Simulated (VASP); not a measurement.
A run of VASP 6.6.1 is set up as follows.

INCAR

```
  PREC = Accurate
  ENCUT = 600
  EDIFF = 1E-6
  ISMEAR = 0
  SIGMA = 0.1
  LREAL = False
  LASPH = True
  NELM = 100
  ALGO = Normal
  ISIF = 3
  LWAVE = False
  LCHARG = False
  GGA = PS
  IBRION = 2
  NSW = 80
  EDIFFG = -0.05
  PSTRESS = 120.0
```

File KPOINTS:

```
Automatic mesh
0
Gamma
  6 6 6
```

Contents of POSCAR:

```
NaCl
1.0
    0.0000000000      2.5731386328      2.5731386328
    2.5731386328      0.0000000000      2.5731386328
    2.5731386328      2.5731386328      0.0000000000
Na Cl
1 1
Direct
    0.0000000000      0.0000000000      0.0000000000
    0.5000000000      0.5000000000      0.5000000000
```

Potentials or basis: VASP PAW PBE potentials, release 64 (Na_pv, Cl).

Run with:

```sh
$ cat potpaw_PBE.64/Na_pv/POTCAR potpaw_PBE.64/Cl/POTCAR > POTCAR
$ mpirun -np 1 vasp_std > vasp.out
```

Problem. What does it give for the band gap on the k mesh?

Solution. 6.18 eV, direct.

Final structure:
```yaml
crystal:
  lattice:
    - [0.00000, 2.57314, 2.57314]
    - [2.57314, 0.00000, 2.57314]
    - [2.57314, 2.57314, 0.00000]
  atoms:
    - { symbol: Na, position: [0.00000, 0.00000, 0.00000] }
    - { symbol: Cl, position: [0.50000, 0.50000, 0.50000] }
```

Caveat: the relaxation stopped at its first step, so nothing moved; the cell is relaxed towards a set pressure, so the enthalpy falls and the energy may rise. Expect the measured gap to be larger: semilocal functionals such as PBEsol lack the derivative discontinuity.
